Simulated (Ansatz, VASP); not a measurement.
Si2Ge2P in VASP and in Ansatz

The input INCAR:

```
PREC = Accurate
ENCUT = 600
EDIFF = 1E-6
ISMEAR = 0
SIGMA = 0.1
LREAL = F
LASPH = T
NELM = 60
ALGO = Normal
ISIF = 3
LWAVE = F
LCHARG = F
GGA = PE
IBRION = 2
NSW = 90
EDIFFG = -0.04
```

Contents of KPOINTS:

```
Automatic mesh
0
Gamma
  6 6 4
```

The input POSCAR:

```
Si2Ge2P
1.0
    4.4735612295      0.0000000000      0.0000000000
   -2.2367806147      3.8742176701      0.0000000000
    0.0000000000      0.0000000000      7.1741414701
Si Ge P
2 2 1
Direct
    0.0000000000      0.0000000000      0.7037564245
    0.0000000000      0.0000000000      0.2962435755
    0.3333333333      0.6666666667      0.5000000000
    0.6666666667      0.3333333333      0.5000000000
    0.0000000000      0.0000000000      0.0000000000
```

Input for Ansatz:

```yaml
crystal:
  lattice:
    - [4.4735612295, 0.0, 0.0]
    - [-2.2367806147, 3.8742176701, 0.0]
    - [0.0, 0.0, 7.1741414701]
  atoms:
    - { symbol: Si, position: [0.0, 0.0, 0.7037564245] }
    - { symbol: Si, position: [0.0, 0.0, 0.2962435755] }
    - { symbol: Ge, position: [0.3333333333, 0.6666666667, 0.5] }
    - { symbol: Ge, position: [0.6666666667, 0.3333333333, 0.5] }
    - { symbol: P, position: [0.0, 0.0, 0.0] }
basis:
  ecutwfc: 420
kpoints:
  mp_grid: { grid: [6, 6, 4] }
hamiltonian:
  xc: pbe
scf:
  occupations: { method: gaussian, width: 0.1 }
  lower_state_search: "off"
output:
  forces: true
  stress: true
  eigenvalues: true
relax:
  adjacent_minimum: "off"
  f_tol: 0.04
  max_steps: 70
  cell: { stress_tol: 0.4 }
```

Alike in both runs: task relaxation of cell and atoms; functional PBE; k mesh 6 × 6 × 4; occupations gaussian, width 0.1 eV; no spin polarisation.

|  | VASP | Ansatz |
| --- | --- | --- |
| version | VASP 6.6.1 | Ansatz 0.2.0 |
| potentials or method | VASP PAW PBE potentials, release 64 (Si, Ge_d, P), cutoff 600 eV | scalar-relativistic, plane waves, PAW |
| valence electrons in the cell | 41 | 41 |

```tsv
	VASP	Ansatz	Ansatz less VASP
gap on the k mesh at the Fermi level, each at its own relaxed structure (eV)	none	none	-
relaxed volume (Å³/atom)	24.79	24.69	-0.099
relaxed cell length with the largest relative difference (Å)	7.103	7.076	-0.0267
```

A gap of «none» marks a metal or a gap that the smearing closes.
